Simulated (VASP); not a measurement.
# Ge (Cmmm) in VASP: a series of runs

Ge is run at these levels: r2SCAN; tasks: single point.

Program: VASP 6.6.1. These are calculated values, not measurements. Logs are shortened: lines on timing, memory, paths and dates and some standing lists are left out, and cuts for length are marked.

## (1) The cell of the first run

The structure is orthorhombic, space group Cmmm (No. 65). The conventional cell has a = 2.655 Å, b = 4.941 Å, c = 2.833 Å, α = 90.00°, β = 90.00°, γ = 90.00°. Ge (site symmetry mmm) has 8 Ge at 2.65 to 2.83 Å within 3.5 Å.

## (2) Single point, r2SCAN (strain -0.050 along x and y, +0.050 along z)

POSCAR reads:

```
Ge
1.0
    1.3272915500     -2.4704902000      0.0000000000
    1.3272915500      2.4704902000      0.0000000000
    0.0000000000      0.0000000000      2.8331425500
Ge
1
Direct
    0.5000000000      0.5000000000      0.0000000000
```

INCAR.step1 reads:

```
ALGO = Normal
EDIFF = 1E-5
ENCUT = 550
GGA = PE
GGA_COMPAT = F
ISMEAR = 0
LASPH = T
LCHARG = F
LREAL = F
LWAVE = T
NBANDS = 13
NELM = 120
PREC = Accurate
SIGMA = 0.15
```

INCAR.step2 reads:

```
ALGO = Normal
EDIFF = 1E-6
ENCUT = 550
GGA_COMPAT = F
ISIF = 2
ISMEAR = 0
ISTART = 1
LASPH = T
LCHARG = T
LELF = T
LMIXTAU = T
LREAL = F
LVHAR = T
LWAVE = F
METAGGA = R2SCAN
NBANDS = 13
NELM = 120
PREC = Accurate
SIGMA = 0.15
```

KPOINTS reads:

```
k-points
0
Gamma
  20 20 18
```

Potentials or basis: VASP PAW PBE potentials, release 64 (Ge_d).

On the command line:

```console
$ cat potpaw_PBE.64/Ge_d/POTCAR > POTCAR
$ cp INCAR.step1 INCAR
$ mpirun -np 1 vasp_std > vasp.out
$ cp INCAR.step2 INCAR
$ mpirun -np 1 vasp_std > vasp.out
```

OUTCAR:

```text
EDIFF = 1E-6
   ENCUT = 550
   ISIF = 2
   ISMEAR = 0
   ISTART = 1
   LASPH = T
   LREAL = F
   METAGGA = R2SCAN
   NELM = 120
   PREC = Accurate

 ion  position               nearest neighbor table
   1  0.500  0.500  0.000-

  LATTYP: Found a base centered orthorhombic cell.
 ALAT       =     2.6545831000
 B/A-ratio  =     1.8613018368
 C/A-ratio  =     1.0672645923

  Lattice vectors:

 A1 = (   1.3272915500,  -2.4704902000,   0.0000000000)
 A2 = (   1.3272915500,   2.4704902000,   0.0000000000)
 A3 = (   0.0000000000,   0.0000000000,   2.8331425500)

Analysis of symmetry for initial positions (statically):
=====================================================================
 Subroutine PRICEL returns:
 Original cell was already a primitive cell.

 Routine SETGRP: Setting up the symmetry group for a
 base centered orthorhombic supercell.

 Subroutine GETGRP returns: Found  8 space group operations
 (whereof  8 operations were pure point group operations)
 out of a pool of  8 trial point group operations.

The static configuration has the point symmetry D_2h.

Analysis of symmetry for dynamics (positions and initial velocities):
=====================================================================
 Subroutine PRICEL returns:
 Original cell was already a primitive cell.

 Routine SETGRP: Setting up the symmetry group for a
 base centered orthorhombic supercell.

 Subroutine GETGRP returns: Found  8 space group operations
 (whereof  8 operations were pure point group operations)
 out of a pool of  8 trial point group operations.

The dynamic configuration has the point symmetry D_2h.

 Subroutine INISYM returns: Found  8 space group operations
 (whereof  8 operations are pure point group operations),
 and found     1 'primitive' translations

----------------------------------------------------------------------------------------

                                     Primitive cell

  volume of cell :      18.5801

  direct lattice vectors                    reciprocal lattice vectors
     1.327291550 -2.470490200  0.000000000     0.376706986 -0.202388983  0.000000000
     1.327291550  2.470490200  0.000000000     0.376706986  0.202388983  0.000000000
     0.000000000  0.000000000  2.833142550     0.000000000  0.000000000  0.352964943

  length of vectors
     2.804465134  2.804465134  2.833142550     0.427632382  0.427632382  0.352964943

  position of ions in fractional coordinates (direct lattice)
     0.500000000  0.500000000  0.000000000

  ion indices of the primitive-cell ions
   primitive index   ion index
                 1           1

----------------------------------------------------------------------------------------

 KPOINTS: k-points

Automatic generation of k-mesh.
 Grid dimensions read from file:
 generate k-points for:   20   20   18

 Generating k-lattice:

  Cartesian coordinates                     Fractional coordinates (reciprocal lattice)
     0.018835349 -0.010119449  0.000000000     0.050000000  0.000000000  0.000000000
     0.018835349  0.010119449  0.000000000     0.000000000  0.050000000  0.000000000
     0.000000000  0.000000000  0.019609164     0.000000000  0.000000000  0.055555556

  Length of vectors
     0.021381619  0.021381619  0.019609164

  Shift w.r.t. Gamma in fractional coordinates (k-lattice)
     0.000000000  0.000000000  0.000000000

 Subroutine IBZKPT returns following result:
 ===========================================

 Found   1110 irreducible k-points:

 Following reciprocal coordinates:
            Coordinates               Weight
  0.000000  0.000000  0.000000      1.000000
  0.050000 -0.000000  0.000000      4.000000
  0.100000  0.000000  0.000000      4.000000
  0.150000 -0.000000  0.000000      4.000000
  0.200000  0.000000  0.000000      4.000000
  0.250000 -0.000000  0.000000      4.000000
[... 16 lines left out ...]
 -0.400000  0.050000  0.000000      4.000000
 -0.350000  0.050000  0.000000      4.000000
 [... further k-points ...]
   k-points           NKPTS =   1110   k-points in BZ     NKDIM =   1110   number of bands    NBANDS=     13
   number of dos      NEDOS =    301   number of ions     NIONS =      1
   total plane-waves  NPLWV =  13824
   dimension x,y,z NGX =    24 NGY =   24 NGZ =   24
   dimension x,y,z NGXF=    48 NGYF=   48 NGZF=   48
   ions per type =               1
   NGX,Y,Z   is equivalent  to a cutoff of  14.23, 14.23, 14.08 a.u.
   NGXF,Y,Z  is equivalent  to a cutoff of  28.45, 28.45, 28.17 a.u.
 SYSTEM =  unknown system
   PREC   = accura    normal or accurate (medium, high low for compatibility)
   ISTART =      1    job   : 0-new  1-cont  2-samecut
   ICHARG =      0    charge: 1-file 2-atom 10-const
   ISPIN  =      1    spin polarized calculation?
   LNONCOLLINEAR =      F non collinear calculations
   LSORBIT =      F    spin-orbit coupling
   LASPH  =      T    aspherical Exc in radial PAW
   ENCUT  =  550.0 eV  40.42 Ry    6.36 a.u.   5.36  5.36  5.42*2*pi/ulx,y,z
   NELM   =    120;   NELMIN=  2; NELMDL=  0     # of ELM steps
   EDIFF  = 0.1E-05   stopping-criterion for ELM
   LREAL  =      F    real-space projection
   EDIFFG = 0.1E-04   stopping-criterion for IOM
   NSW    =      0    number of steps for IOM
   IBRION =     -1    ionic relax: 0-MD 1-quasi-New 2-CG
   NFREE  =      0    steps in history (QN), initial steepest desc. (CG)
   ISIF   =      2    stress and relaxation
   ISYM   =      2    0-nonsym 1-usesym 2-fastsym
   POTIM  = 0.5000    time-step for ionic-motion
   TEBEG  =    0.0;   TEEND  =   0.0 temperature during run
   PSTRESS=    0.0 pullay stress
   NELECT =      14.0000    total number of electrons
   NUPDOWN=      -1.0000    fix difference up-down
   EMIN   =  10.00;   EMAX   =-10.00  energy-range for DOS
   EFERMI =   0.00;   METHOD = LEGACY
   ISMEAR =     0;   SIGMA  =   0.15  broadening in eV -4-tet -1-fermi 0-gaus
   EFERMI_NEDOS =   21; number of points for ismear=-14 and -15
   IALGO  =     38    algorithm
   IMIX   =      4    mixing-type and parameters
     AMIX     =   0.40;   BMIX     =  1.00
     AMIX_MAG =   1.60;   BMIX_MAG =  1.00
  volume/ion in A,a.u.               =      18.58       125.38
  Fermi-wavevector in a.u.,A,eV,Ry     =   1.489709  2.815142 30.194511  2.219234
  Thomas-Fermi vector in A             =   2.602583
   LORBIT       =      0    0 simple, 1 ext, 2 COOP (PROOUT), +10 PAW based schemes
   METAGGA = R2SCAN    functional components
   LHFCALC =     F    Hartree Fock is set to
   AEXX    =    0.0000 exact exchange contribution
   IVDW    =     0    specifies the selected vdW correction
   LEPSILON=     F    determine dielectric tensor
   LRPA    =     F    only Hartree local field effects (RPA)
 non-spin polarized calculation
 Gauss-broadening in eV      SIGMA  =   0.15
  energy-cutoff  :      550.00
  volume of cell :       18.58
 maximum number of plane-waves:       557
 NGX is ok and might be reduce to    24
   NGX = 11   NGY = 11   NGZ = 11

 number of electron      14.0000002 magnetization

 Free energy of the ion-electron system (eV)
  ---------------------------------------------------
  ext. energy  EPLUGINS =         0.00000000
  ---------------------------------------------------
  free energy    TOTEN  =       -13.41456855 eV

  energy without entropy =      -13.41054708  energy(sigma->0) =      -13.41255782

 E-fermi :   6.6871     XC(G=0): -12.3709

 val. band max:        6.6789771102   @ k =   0.2000   0.2000   0.1667
 cond. band min:       6.6890104801   @ k =   0.5000   0.1500   0.3889
 fundamental gap:      0.0100333699
 Fermi energy:         6.6870561891

 k-point     1 :       0.0000    0.0000    0.0000
  band No.  band energies     occupation
      1     -18.8519      2.00000
      2     -18.8170      2.00000
      3     -18.7423      2.00000
      4     -18.6197      2.00000
      5     -18.5965      2.00000
      6      -7.3725      2.00000
      7      11.3399      0.00000
      8      15.6106      0.00000
      9      16.2219      0.00000
     10      18.1367      0.00000
     11      21.4657      0.00000
     12      24.2834      0.00000
     13      24.4223      0.00000

 k-point     2 :       0.0500   -0.0000    0.0000
  band No.  band energies     occupation
      1     -18.8472      2.00000
      2     -18.8141      2.00000
      3     -18.7431      2.00000
      4     -18.6204      2.00000
      5     -18.5987      2.00000
      6      -7.3006      2.00000
      7      11.4131      0.00000
      8      15.4355      0.00000
      9      16.0814      0.00000
     10      17.5290      0.00000
     11      21.6219      0.00000
     12      22.7994      0.00000
     13      25.5341      0.00000

 k-point     3 :       0.1000    0.0000    0.0000
  band No.  band energies     occupation
      1     -18.8348      2.00000
      2     -18.8058      2.00000
      3     -18.7440      2.00000
      4     -18.6228      2.00000
      5     -18.6051      2.00000
      6      -7.0845      2.00000
      7      11.6319      0.00000
      8      14.6132      0.00000
      9      15.6569      0.00000
     10      16.6338      0.00000
     11      20.7890      0.00000
     12      23.2234      0.00000
     13      26.7400      0.00000
[... 305 lines left out ...]
 k-point    23 :      -0.4000    0.0500    0.0000
  band No.  band energies     occupation
      1     -18.8445      2.00000
      2     -18.7097      2.00000
      3     -18.6834      2.00000
      4     -18.6356      2.00000
      5     -18.6271      2.00000
      6      -3.3250      2.00000
      7       4.3043      2.00000
      8      10.9732      0.00000
      9      15.0496      0.00000
     10      17.1254      0.00000
     11      20.1730      0.00000
     12      24.5994      0.00000
     13      26.6583      0.00000

 k-point    24 :      -0.3500    0.0500    0.0000
  band No.  band energies     occupation
      1     -18.8341      2.00000
      2     -18.7278      2.00000
      3     -18.6712      2.00000
      4     -18.6535      2.00000
      5     -18.6322      2.00000
      6      -4.3214      2.00000
      7       6.1353      2.00000
      8      11.3181      0.00000
      9      14.2310      0.00000
     10      17.4179      0.00000
     11      19.4997      0.00000
     12      26.1922      0.00000
     13      28.2126      0.00000

 [... further k-points ...]
[... 5 lines left out ...]
  --------------------------------------------------------------------------------------
  -------------------------------------------------------------------------------------
  Total        1.1188219      0.6885130     -1.1395711      0.0000000      0.0000000      0.0000000
  in kB       96.4769694     59.3710625    -98.2661942      0.0000000      0.0000000      0.0000000
  external PRESSURE =      19.1939459 kB  Pullay stress =       0.0000000 kB

 VOLUME and BASIS-vectors are now :
 -----------------------------------------------------------------------------
  energy-cutoff  :      550.00
  volume of cell :       18.58
      direct lattice vectors                 reciprocal lattice vectors
     1.327291550 -2.470490200  0.000000000     0.376706986 -0.202388983  0.000000000
     1.327291550  2.470490200  0.000000000     0.376706986  0.202388983  0.000000000
     0.000000000  0.000000000  2.833142550     0.000000000  0.000000000  0.352964943

 POSITION                                       TOTAL-FORCE (eV/Angst)
 -----------------------------------------------------------------------------------
      1.32729      0.00000      0.00000        -0.000000      0.000000      0.000000
 -----------------------------------------------------------------------------------
    total drift:                               -0.000000     -0.000000     -0.000000

  FREE ENERGIE OF THE ION-ELECTRON SYSTEM (eV)
  ---------------------------------------------------
  free  energy   TOTEN  =       -13.4145685543 eV

  energy  without entropy=      -13.4105470804  energy(sigma->0) =      -13.41255782
```

Wall time 3.5 min (1 thread of Intel Xeon 6975P-C (Granite Rapids), shared host); peak memory 0.37 GiB.

Results:

```
Free energy            : -13.4146 eV
Pressure               : 1.9 GPa
Band gap on the k mesh : zero (bands 7 and 8 overlap by 8.56 eV)
```

Levels at points of the mesh, in eV from the Fermi level:
```
           k point  band 3  band 4  band 5  band 6  band 7  band 8  band 9  band 10  band 11  band 12
(0.00, 0.00, 0.00)  -25.43  -25.31  -25.28  -14.06    4.65    8.92    9.53    11.45    14.78    17.60
(0.50, 0.00, 0.00)  -25.38  -25.32  -25.27   -7.49   -5.91    4.81    9.05     9.74    15.62    15.89
(0.50, 0.50, 0.00)  -25.38  -25.30  -25.29   -8.58   -6.19    6.98    8.88    10.86    15.25    15.49
(0.00, 0.00, 0.50)  -25.40  -25.35  -25.32  -10.95   -6.31   11.94   13.87    17.59    19.38    20.04
(0.50, 0.00, 0.50)  -25.37  -25.28  -25.22   -3.89   -3.53   -1.16    4.00     7.16    12.69    15.13
(0.50, 0.50, 0.50)  -25.34  -25.29  -25.25   -5.09   -3.76   -1.97    3.53     9.36    14.85    17.24
```

Caveat: the cell differs from its parent crystal (strain -0.050 along x and y, +0.050 along z); the stress differs along the axes, from -10 to 10 GPa; the PAW data sets were made with another functional, which shifts forces and pressure a little.

## (3) Single point, r2SCAN (strain -0.025 along x and y, +0.025 along z)

POSCAR reads:

```
Ge
1.0
    1.3622202750     -2.5355031000      0.0000000000
    1.3622202750      2.5355031000      0.0000000000
    0.0000000000      0.0000000000      2.7656867750
Ge
1
Direct
    0.5000000000      0.5000000000      0.0000000000
```

INCAR.step1 reads:

```
SYSTEM = Ge
ALGO     = Normal         ! electronic algorithm
EDIFF    = 1E-5           ! SCF threshold, eV
ENCUT    = 550            ! plane-wave cutoff, eV
GGA      = PE             ! functional
GGA_COMPAT= .False.      
ISMEAR   = 0              ! smearing method
LASPH    = .True.         ! aspherical terms in the spheres
LCHARG   = .False.        ! write CHGCAR
LREAL    = .False.        ! projectors in reciprocal space
LWAVE    = .True.         ! write WAVECAR
NBANDS   = 13             ! bands
NELM     = 120            ! most SCF steps
PREC     = Accurate       ! precision mode
SIGMA    = 0.15           ! smearing width, eV
```

INCAR.step2 reads:

```
SYSTEM = Ge
ALGO     = Normal         ! electronic algorithm
EDIFF    = 1E-6           ! SCF threshold, eV
ENCUT    = 550            ! plane-wave cutoff, eV
GGA_COMPAT= .False.      
ISIF     = 2              ! what is computed and relaxed
ISMEAR   = 0              ! smearing method
ISTART   = 1            
LASPH    = .True.         ! aspherical terms in the spheres
LCHARG   = .False.        ! write CHGCAR
LMIXTAU  = .True.       
LREAL    = .False.        ! projectors in reciprocal space
LWAVE    = .False.        ! write WAVECAR
METAGGA  = R2SCAN         ! meta-GGA
NBANDS   = 13             ! bands
NELM     = 120            ! most SCF steps
PREC     = Accurate       ! precision mode
SIGMA    = 0.15           ! smearing width, eV
```

KPOINTS reads:

```
k-points
0
Gamma
  20 20 18
  0 0 0
```

Potentials or basis: VASP PAW PBE potentials, release 64 (Ge_d).

On the command line:

```console
$ cat potpaw_PBE.64/Ge_d/POTCAR > POTCAR
$ cp INCAR.step1 INCAR
$ mpirun -np 1 vasp_std > vasp.out
$ cp INCAR.step2 INCAR
$ mpirun -np 1 vasp_std > vasp.out
```

It took 3.3 min on 1 thread of Intel Xeon 6975P-C (Granite Rapids), shared host; peak memory 0.37 GiB.

Results (log left out):

| Item | Value |
| --- | --- |
| Free energy | -13.4663 eV |
| Pressure | -1.3 GPa |
| Band gap on the k mesh | zero (bands 7 and 8 overlap by 9.28 eV) |

Stress tensor (GPa, compression positive):
```
 2.66  0.00  0.00
 0.00  0.51  0.00
 0.00  0.00 -7.11
```

Levels at points of the mesh, in eV from the Fermi level:
```
           k point  band 4  band 5  band 6  band 7  band 8  band 9  band 10  band 11
(0.00, 0.00, 0.00)  -25.27  -25.25  -13.75    5.81    8.49    9.82    10.24    13.97
(0.50, 0.00, 0.00)  -25.28  -25.26   -7.80   -5.72    4.20    8.48    10.39    16.59
(0.50, 0.50, 0.00)  -25.27  -25.26   -8.80   -5.97    6.22    9.60    10.26    16.22
(0.00, 0.00, 0.50)  -25.32  -25.30  -10.23   -6.10   11.21   12.96    17.13    18.30
(0.50, 0.00, 0.50)  -25.26  -25.18   -3.78   -2.99   -1.47    4.05     6.88    12.41
(0.50, 0.50, 0.50)  -25.27  -25.21   -4.90   -3.19   -2.20    3.63     8.92    14.44
```

Caveat: the cell differs from its parent crystal (strain -0.025 along x and y, +0.025 along z); the stress differs along the axes, from -7 to 3 GPa; the PAW data sets were made with another functional, which shifts forces and pressure a little.
